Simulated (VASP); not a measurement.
# SrO (Fm-3m) in VASP: notebook

Aim: see how the results for SrO move with the level of theory and the settings. Levels: PBEsol+D4, RPBE. Tasks: single point.

Program: VASP 6.6.1. These are calculated values, not measurements. Logs are shortened: lines on timing, memory, paths and dates and some standing lists are left out, and cuts for length are marked.

## 1. The cell of the first run

It takes space group Fm-3m (No. 225, cubic). The conventional cell has a = 5.104 Å, b = 5.104 Å, c = 5.104 Å, α = 90.00°, β = 90.00°, γ = 90.00°. Sr (site symmetry m-3m) has 6 O at 2.55 Å within 3.4 Å. O (site symmetry m-3m) has 6 Sr at 2.55 Å within 3.4 Å.

## 2. Single point, PBEsol+D4

File INCAR:

```
SYSTEM = SrO
PREC = Accurate
ENCUT = 520
EDIFF = 1E-6
ISMEAR = -1
SIGMA = 0.05
LREAL = .False.
LASPH = .True.
NELM = 100
ALGO = Normal
ISIF = 2
LWAVE = .False.
LCHARG = .False.
GGA = PS
IVDW = 13
NBANDS = 15
```

File KPOINTS:

```
Automatic mesh
0
Gamma
  9 9 9
  0 0 0
```

File POSCAR:

```
SrO
1.0
    0.0000000000      2.5517786636      2.5517786636
    2.5517786636      0.0000000000      2.5517786636
    2.5517786636      2.5517786636      0.0000000000
Sr O
1 1
Direct
    0.5000000000      0.5000000000      0.5000000000
    0.0000000000      0.0000000000      0.0000000000
```

Potentials or basis: VASP PAW PBE potentials, release 64 (Sr_sv, O).

Run with:

```bash
$ cat potpaw_PBE.64/Sr_sv/POTCAR potpaw_PBE.64/O/POTCAR > POTCAR
$ mpirun -np 1 vasp_std > vasp.out
```

OUTCAR:

```text
SYSTEM = SrO
   PREC = Accurate
   ENCUT = 520
   EDIFF = 1E-6
   ISMEAR = -1
   LREAL = .False.
   LASPH = .True.
   NELM = 100
   ISIF = 2
   GGA = PS
   IVDW = 13

 ion  position               nearest neighbor table
   1  0.500  0.500  0.500-   2 2.55   2 2.55   2 2.55   2 2.55   2 2.55   2 2.55
   2  0.000  0.000  0.000-   1 2.55   1 2.55   1 2.55   1 2.55   1 2.55   1 2.55

  LATTYP: Found a face centered cubic cell.
 ALAT       =     5.1035573272

  Lattice vectors:

 A1 = (   0.0000000000,   2.5517786636,   2.5517786636)
 A2 = (   2.5517786636,   0.0000000000,   2.5517786636)
 A3 = (   2.5517786636,   2.5517786636,   0.0000000000)

Analysis of symmetry for initial positions (statically):
=====================================================================
 Subroutine PRICEL returns:
 Original cell was already a primitive cell.

 Routine SETGRP: Setting up the symmetry group for a
 face centered cubic supercell.

 Subroutine GETGRP returns: Found 48 space group operations
[... 9 lines left out ...]

 Routine SETGRP: Setting up the symmetry group for a
 face centered cubic supercell.

 Subroutine GETGRP returns: Found 48 space group operations
[... 11 lines left out ...]
                                     Primitive cell

  volume of cell :      33.2322

  direct lattice vectors                    reciprocal lattice vectors
     0.000000000  2.551778664  2.551778664    -0.195941759  0.195941759  0.195941759
     2.551778664  0.000000000  2.551778664     0.195941759 -0.195941759  0.195941759
     2.551778664  2.551778664  0.000000000     0.195941759  0.195941759 -0.195941759

  length of vectors
     3.608759994  3.608759994  3.608759994     0.339381082  0.339381082  0.339381082

  position of ions in fractional coordinates (direct lattice)
     0.500000000  0.500000000  0.500000000
     0.000000000  0.000000000  0.000000000

  ion indices of the primitive-cell ions
   primitive index   ion index
                 1           1
                 2           2

----------------------------------------------------------------------------------------

 KPOINTS: Automatic mesh

Automatic generation of k-mesh.
 Grid dimensions read from file:
 generate k-points for:    9    9    9

 Generating k-lattice:

  Cartesian coordinates                     Fractional coordinates (reciprocal lattice)
    -0.021771307  0.021771307  0.021771307     0.111111111  0.000000000  0.000000000
     0.021771307 -0.021771307  0.021771307     0.000000000  0.111111111  0.000000000
     0.021771307  0.021771307 -0.021771307     0.000000000  0.000000000  0.111111111

  Length of vectors
     0.037709009  0.037709009  0.037709009
[... 63 lines left out ...]
   TEBEG  =    0.0;   TEEND  =   0.0 temperature during run
   PSTRESS=    0.0 pullay stress
   NELECT =      16.0000    total number of electrons
   NUPDOWN=      -1.0000    fix difference up-down
   EMIN   =  10.00;   EMAX   =-10.00  energy-range for DOS
   EFERMI =   0.00;   METHOD = LEGACY
   ISMEAR =    -1;   SIGMA  =   0.05  broadening in eV -4-tet -1-fermi 0-gaus
   EFERMI_NEDOS =   21; number of points for ismear=-14 and -15
   IALGO  =     38    algorithm
   IMIX   =      4    mixing-type and parameters
     AMIX     =   0.40;   BMIX     =  1.00
     AMIX_MAG =   1.60;   BMIX_MAG =  1.00
  volume/ion in A,a.u.               =      16.62       112.13
  Fermi-wavevector in a.u.,A,eV,Ry     =   1.283104  2.424715 22.400028  1.646356
  Thomas-Fermi vector in A             =   2.415376
   LORBIT       =      0    0 simple, 1 ext, 2 COOP (PROOUT), +10 PAW based schemes
   GGA     = PS    functional components
   LHFCALC =     F    Hartree Fock is set to
   AEXX    =    0.0000 exact exchange contribution
   IVDW    =    13    specifies the selected vdW correction
   LEPSILON=     F    determine dielectric tensor
   LRPA    =     F    only Hartree local field effects (RPA)
 non-spin polarized calculation
  energy-cutoff  :      520.00
  volume of cell :       33.23
 maximum number of plane-waves:       914
   NGX = 13   NGY = 13   NGZ = 13

 number of electron      15.9999995 magnetization

 Free energy of the ion-electron system (eV)
  ---------------------------------------------------
  ext. energy  EPLUGINS =         0.00000000
  ---------------------------------------------------
  free energy    TOTEN  =       -12.63614317 eV

  energy without entropy =      -12.63614317  energy(sigma->0) =      -12.63614317

 E-fermi :   2.6877     XC(G=0): -10.3857

 val. band max:        1.5961066936   @ k =   0.0000   0.0000   0.0000
 cond. band min:       4.7936188276   @ k =   0.4444   0.4444   0.0000
 fundamental gap:      3.1975121340
 Fermi energy:         2.6876999960

 k-point     1 :       0.0000    0.0000    0.0000
  band No.  band energies     occupation
      1     -30.5646      2.00000
      2     -13.4302      2.00000
      3     -12.1925      2.00000
      4     -12.1925      2.00000
      5     -12.1925      2.00000
      6       1.5961      2.00000
      7       1.5961      2.00000
      8       1.5961      2.00000
      9       5.5790      0.00000
     10       7.8046      0.00000
     11       7.8046      0.00000
     12       7.8046      0.00000
     13      10.0516      0.00000
     14      10.0516      0.00000
[... 401 lines left out ...]
      2     -13.7021      2.00000
      3     -12.9066      2.00000
      4     -12.5856      2.00000
      5     -12.5856      2.00000
      6       1.0835      2.00000
      7       1.5163      2.00000
      8       1.5163      2.00000
      9       4.7936      0.00000
     10       9.4004      0.00000
     11      11.8642      0.00000
     12      12.0297      0.00000
     13      12.7485      0.00000
     14      12.7485      0.00000
     15      15.9071      0.00000

 [... further k-points ...]

------------------------ aborting loop because EDIFF is reached ----------------------------------------

  DFT-D4 for vdW energy calculation

  Edisp (eV):   -0.20535

  FORCE on cell =-STRESS in cart. coord.  units (eV):
  Direction    XX          YY          ZZ          XY          YZ          ZX
  --------------------------------------------------------------------------------------
  -------------------------------------------------------------------------------------
  Total       0.14012     0.14012     0.14012     0.00000     0.00000     0.00000
  in kB       6.75555     6.75555     6.75555     0.00000     0.00000     0.00000
  external pressure =        6.76 kB  Pullay stress =        0.00 kB

 VOLUME and BASIS-vectors are now :
 -----------------------------------------------------------------------------
  energy-cutoff  :      520.00
  volume of cell :       33.23
      direct lattice vectors                 reciprocal lattice vectors
     0.000000000  2.551778664  2.551778664    -0.195941759  0.195941759  0.195941759
     2.551778664  0.000000000  2.551778664     0.195941759 -0.195941759  0.195941759
     2.551778664  2.551778664  0.000000000     0.195941759  0.195941759 -0.195941759

 POSITION                                       TOTAL-FORCE (eV/Angst)
 -----------------------------------------------------------------------------------
      2.55178      2.55178      2.55178        -0.000000      0.000000      0.000000
      0.00000      0.00000      0.00000         0.000000     -0.000000     -0.000000
 -----------------------------------------------------------------------------------
    total drift:                                0.000000      0.000000      0.000000

  FREE ENERGIE OF THE ION-ELECTRON SYSTEM (eV)
  ---------------------------------------------------
  free  energy   TOTEN  =       -12.8414901886 eV

  energy  without entropy=      -12.8414901886  energy(sigma->0) =      -12.84149019
```

stdout:

```text
POSCAR found type information on POSCAR SrO
 POSCAR found :  2 types and       2 ions
 scaLAPACK will be used
 -----------------------------------------------------------------------------
|                                                                             |
|                                                                             |
|     You enforced a specific xc type in the INCAR file but a different       |
|     I HOPE YOU KNOW WHAT YOU ARE DOING!                                     |
|                                                                             |
 -----------------------------------------------------------------------------

 LDA part: xc-table for (Slater+PW92), standard interpolation
 POSCAR, INCAR and KPOINTS ok, starting setup
 FFT: planning ... GRIDC
 FFT: planning ... GRID_SOFT
 FFT: planning ... GRID
 WAVECAR not read
 entering main loop
```

Wall time 21 s (1 thread of AMD EPYC 7R43 (Zen 3), shared host); peak memory 0.13 GiB.

Results:

| Property | Result |
| --- | --- |
| Free energy | -12.8415 eV |
| Pressure | 0.7 GPa |
| Band gap on the k mesh | 3.20 eV, indirect (least direct gap 3.28 eV) |
| Dispersion energy per atom | -0.103 eV |

Levels at points of the mesh, in eV from the valence-band top:
| k point | band 4 | band 5 | band 6 | band 7 | band 8 | band 9 | band 10 | band 11 | band 12 | band 13 |
| --- | --- | --- | --- | --- | --- | --- | --- | --- | --- | --- |
| (0.00, 0.00, 0.00) | -13.79 | -13.79 | 0.00 | 0.00 | 0.00 | 3.98 | 6.21 | 6.21 | 6.21 | 8.46 |

Caveat: the PAW data sets were made with another functional, which shifts forces and pressure a little.

## 3. Single point, RPBE

This run uses another cell than the first one, of 16.23 Å³/atom, 0.976 times its volume.

File INCAR:

```
PREC = Accurate ; ENCUT = 520
EDIFF = 1E-6 ; ISMEAR = -1
SIGMA = 0.05 ; LREAL = False
LASPH = True ; NELM = 80
ALGO = Normal ; ISIF = 2
LWAVE = False ; LCHARG = False
GGA = RP ; NBANDS = 15
```

File KPOINTS:

```
regular mesh
0
Gamma
  9 9 9
```

File POSCAR:

```
SrO
1.0
    0.0000000000      2.5316160185      2.5316160185
    2.5316160185      0.0000000000      2.5316160185
    2.5316160185      2.5316160185      0.0000000000
Sr O
1 1
Direct
    0.5000000000      0.5000000000      0.5000000000
    0.0000000000      0.0000000000      0.0000000000
```

Potentials or basis: VASP PAW PBE potentials, release 64 (Sr_sv, O).

Run with:

```bash
$ cat potpaw_PBE.64/Sr_sv/POTCAR potpaw_PBE.64/O/POTCAR > POTCAR
$ mpirun -np 1 vasp_std > vasp.out
```

OUTCAR:

```text
PREC = Accurate
   ENCUT = 520
   EDIFF = 1E-6
   ISMEAR = -1
   LREAL = False
   LASPH = True
   NELM = 80
   ISIF = 2
   GGA = RP

 ion  position               nearest neighbor table
   1  0.500  0.500  0.500-   2 2.53   2 2.53   2 2.53   2 2.53   2 2.53   2 2.53
   2  0.000  0.000  0.000-   1 2.53   1 2.53   1 2.53   1 2.53   1 2.53   1 2.53

  LATTYP: Found a face centered cubic cell.
 ALAT       =     5.0632320370

  Lattice vectors:

 A1 = (   0.0000000000,   2.5316160185,   2.5316160185)
 A2 = (   2.5316160185,   0.0000000000,   2.5316160185)
 A3 = (   2.5316160185,   2.5316160185,   0.0000000000)

Analysis of symmetry for initial positions (statically):
=====================================================================
 Subroutine PRICEL returns:
 Original cell was already a primitive cell.

 Routine SETGRP: Setting up the symmetry group for a
 face centered cubic supercell.

 Subroutine GETGRP returns: Found 48 space group operations
[... 9 lines left out ...]

 Routine SETGRP: Setting up the symmetry group for a
 face centered cubic supercell.

 Subroutine GETGRP returns: Found 48 space group operations
[... 11 lines left out ...]
                                     Primitive cell

  volume of cell :      32.4507
[... 142 lines left out ...]

 k-point     1 :       0.0000    0.0000    0.0000
  band No.  band energies     occupation
      1     -30.2614      2.00000
      2     -13.1779      2.00000
      3     -11.8564      2.00000
      4     -11.8564      2.00000
      5     -11.8564      2.00000
      6       2.0649      2.00000
      7       2.0649      2.00000
      8       2.0649      2.00000
      9       6.5692      0.00000
     10       8.4355      0.00000
     11       8.4355      0.00000
     12       8.4355      0.00000
     13      10.6519      0.00000
     14      10.6519      0.00000
[... 401 lines left out ...]
      2     -13.4477      2.00000
      3     -12.6098      2.00000
      4     -12.2573      2.00000
      5     -12.2573      2.00000
      6       1.6006      2.00000
      7       2.0006      2.00000
      8       2.0006      2.00000
      9       5.4740      0.00000
     10      10.1729      0.00000
     11      12.4360      0.00000
     12      13.0172      0.00000
     13      13.3211      0.00000
     14      13.3211      0.00000
     15      16.9267      0.00000

 [... further k-points ...]
[... 5 lines left out ...]
  --------------------------------------------------------------------------------------
  -------------------------------------------------------------------------------------
  Total        2.3722131      2.3722131      2.3722131      0.0000000     -0.0000000      0.0000000
  in kB      117.1226204    117.1226204    117.1226204      0.0000000     -0.0000000      0.0000000
  external PRESSURE =     117.1226204 kB  Pullay stress =       0.0000000 kB

 VOLUME and BASIS-vectors are now :
 -----------------------------------------------------------------------------
  energy-cutoff  :      520.00
  volume of cell :       32.45
      direct lattice vectors                 reciprocal lattice vectors
     0.000000000  2.531616018  2.531616018    -0.197502305  0.197502305  0.197502305
     2.531616018  0.000000000  2.531616018     0.197502305 -0.197502305  0.197502305
     2.531616018  2.531616018  0.000000000     0.197502305  0.197502305 -0.197502305

 POSITION                                       TOTAL-FORCE (eV/Angst)
 -----------------------------------------------------------------------------------
      2.53162      2.53162      2.53162        -0.000000      0.000000      0.000000
      0.00000      0.00000      0.00000         0.000000      0.000000     -0.000000
 -----------------------------------------------------------------------------------
    total drift:                                0.000000      0.000000      0.000000

  FREE ENERGIE OF THE ION-ELECTRON SYSTEM (eV)
  ---------------------------------------------------
  free  energy   TOTEN  =       -11.2517084712 eV

  energy  without entropy=      -11.2517084711  energy(sigma->0) =      -11.25170847
```

OSZICAR:

```text
N       E                     dE             d eps       ncg     rms          rms(c)
DAV:   1     0.636401326817E+02    0.63640E+02   -0.77883E+03  1050   0.101E+03
DAV:   2    -0.101852378341E+02   -0.73825E+02   -0.68159E+02  1441   0.221E+02
DAV:   3    -0.133621029548E+02   -0.31769E+01   -0.31621E+01  1484   0.390E+01
DAV:   4    -0.134335032189E+02   -0.71400E-01   -0.71379E-01  1323   0.431E+00
DAV:   5    -0.134338636110E+02   -0.36039E-03   -0.36039E-03  1349   0.277E-01    0.176E+01
DAV:   6    -0.113302560066E+02    0.21036E+01   -0.64576E+00  1085   0.198E+01    0.204E+01
DAV:   7    -0.112343739332E+02    0.95882E-01   -0.23986E-01  1302   0.459E+00    0.118E+01
DAV:   8    -0.112475107409E+02   -0.13137E-01   -0.11522E-01  1302   0.346E+00    0.536E-01
DAV:   9    -0.112501556728E+02   -0.26449E-02   -0.52659E-03  1260   0.547E-01    0.261E-01
DAV:  10    -0.112515315026E+02   -0.13758E-02   -0.13681E-03  1085   0.289E-01    0.635E-02
DAV:  11    -0.112516626704E+02   -0.13117E-03   -0.12931E-04  1239   0.912E-02    0.362E-02
DAV:  12    -0.112517086335E+02   -0.45963E-04   -0.83102E-05  1092   0.651E-02    0.544E-03
DAV:  13    -0.112517084712E+02    0.16234E-06   -0.72446E-07  1057   0.752E-03
   1 F= -.11251708E+02 E0= -.11251708E+02  d E =-.667302E-10
```

Wall time 20 s (1 thread of AMD EPYC 7R43 (Zen 3), shared host); peak memory 0.13 GiB.

Results:

| Quantity | Value |
| --- | --- |
| Free energy | -11.2517 eV |
| Pressure | 11.7 GPa |
| Band gap on the k mesh | 3.41 eV, indirect (least direct gap 3.47 eV) |

Caveat: the PAW data sets were made with another functional, which shifts forces and pressure a little.
